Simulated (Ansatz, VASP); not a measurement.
## Two plane-wave programs on C

```
CELL_PARAMETERS angstrom
2.50301 0.00000 0.00000
-1.25150 2.16767 0.00000
0.00000 0.00000 4.23139
ATOMIC_POSITIONS crystal
C 0.33333 0.66667 0.99957
C 0.66667 0.33333 0.49957
C 0.33333 0.66667 0.37443
C 0.66667 0.33333 0.87443
```

Change from the starting cell: strained cell.

Alike in both runs: functional r2SCAN; k mesh 9 × 9 × 6; occupations gaussian, width 0.02 eV; no spin polarisation.

Ansatz relaxed the structure, and its values are those at the end. VASP's run is a single point on that final structure, the one shown.

```csv
,VASP,Ansatz
version,VASP 6.6.1,Ansatz 0.2.0
potentials or method,"VASP PAW PBE potentials, release 64 (C), cutoff 520 eV","scalar-relativistic, plane waves, PAW"
valence electrons in the cell,16,16
```

|  | VASP | Ansatz | Ansatz less VASP |
| --- | --- | --- | --- |
| gap on the k mesh at the Fermi level (eV) | 3.63 | 3.67 | +0.037 |
| least direct gap on the mesh (eV) | 5.11 | 5.15 | +0.038 |
| pressure (GPa) | -5.3 | -6.3 | -1.05 |
| rms of the force components (eV/Å) | 0.010 | 0.000 | -0.0095 |

VASP's potentials were made for PBE, not for r2SCAN. Ansatz's warnings: stress scf threshold loose.
